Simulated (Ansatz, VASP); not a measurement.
## One calculation of BaTiO3, two programs

File INCAR:

```
SYSTEM = BaTiO3
PREC     = Accurate       ! precision mode
ENCUT    = 520            ! plane-wave cutoff, eV
EDIFF    = 1E-6           ! SCF threshold, eV
ISMEAR   = 0              ! smearing method
SIGMA    = 0.01           ! smearing width, eV
LREAL    = .False.        ! projectors in reciprocal space
LASPH    = .True.         ! aspherical terms in the spheres
NELM     = 150            ! most SCF steps
ALGO     = Normal         ! electronic algorithm
ISIF     = 2              ! what is computed and relaxed
LWAVE    = .False.        ! write WAVECAR
LCHARG   = .True.         ! write CHGCAR
LMAXMIX  = 4              ! l up to which the mixer works
LDAU     = .True.         ! DFT+U
LDAUTYPE = 2            
LDAUL    = -1 2 -1        ! shell
LDAUU    = 0 4 0          ! U, eV
LDAUJ    = 0 0 0        
LDAUPRINT= 1            
GGA      = PE             ! functional
LELF     = .True.         ! ELF
LVHAR    = .True.       
NBANDS   = 28             ! bands
```

Contents of KPOINTS:

```
Automatic mesh
0
Gamma
  6 6 6
  0 0 0
```

File POSCAR:

```
BaTiO3
1.0
    2.8603720851      1.6514365933      2.3460535783
   -2.8603720851      1.6514365933      2.3460535783
    0.0000000000     -3.3028731867      2.3460535783
Ba Ti O
1 1 3
Direct
    0.0026800181      0.0026800181      0.0026800181
    0.5082455961      0.5082455961      0.5082455961
    0.4958834958      0.4958834958      0.9916224348
    0.4958834958      0.9916224348      0.4958834958
    0.9916224348      0.4958834958      0.4958834958
```

Input for Ansatz:

```yaml
crystal:
  lattice:
    - [2.8603720851, 1.6514365933, 2.3460535783]
    - [-2.8603720851, 1.6514365933, 2.3460535783]
    - [0.0, -3.3028731867, 2.3460535783]
  atoms:
    - { symbol: Ba, position: [0.0026800181, 0.0026800181, 0.0026800181] }
    - { symbol: Ti, position: [0.5082455961, 0.5082455961, 0.5082455961] }
    - { symbol: O, position: [0.4958834958, 0.4958834958, 0.9916224348] }
    - { symbol: O, position: [0.4958834958, 0.9916224348, 0.4958834958] }
    - { symbol: O, position: [0.9916224348, 0.4958834958, 0.4958834958] }
basis:
  ecutwfc: 420
  xc_grid: 2
kpoints:
  mp_grid: { grid: [6, 6, 6] }
hamiltonian:
  xc: pbe
  hubbard: { sites: [{ species: Ti, l: d, u_eff: 4.0 }] }
scf:
  occupations: { method: fixed }
output:
  forces: true
  stress: true
  eigenvalues: true
  polarization: {}
```

Change from the starting cell: polar distortion scaled by 0.55 at the polar cell.

Alike in both runs: task single point; functional PBE; k mesh 6 × 6 × 6; no spin polarisation; Hubbard terms Ti d U = 4.0 eV.

```csv
,VASP,Ansatz
version,VASP 6.6.1,Ansatz 0.2.0
potentials or method,"VASP PAW PBE potentials, release 64 (Ba_sv, Ti_sv, O), cutoff 520 eV","scalar-relativistic, plane waves, PAW"
occupations,"gaussian, width 0.01 eV",fixed
valence electrons in the cell,40,40
```

Ansatz gave:

```
gap on the k mesh at the Fermi level (eV)                     : 2.32
least direct gap on the mesh (eV)                             : 2.57
pressure (GPa)                                                : -1.8
traceless stress, the component that is largest in VASP (GPa) : -0.44
rms of the force components (eV/Å)                            : 0.072
```

Task: What did VASP give for the same quantities?

Result: gap on the k mesh at the Fermi level (eV): 2.29; least direct gap on the mesh (eV): 2.56; pressure (GPa): 1.5; traceless stress, the component that is largest in VASP (GPa): -0.55; rms of the force components (eV/Å): 0.059.

The programs project onto different local orbitals, so the same U acts differently, and such runs can settle in different states. Atom by atom the forces differ by 0.130 eV/Å (rms over components).

Spin-orbit coupling is off throughout.
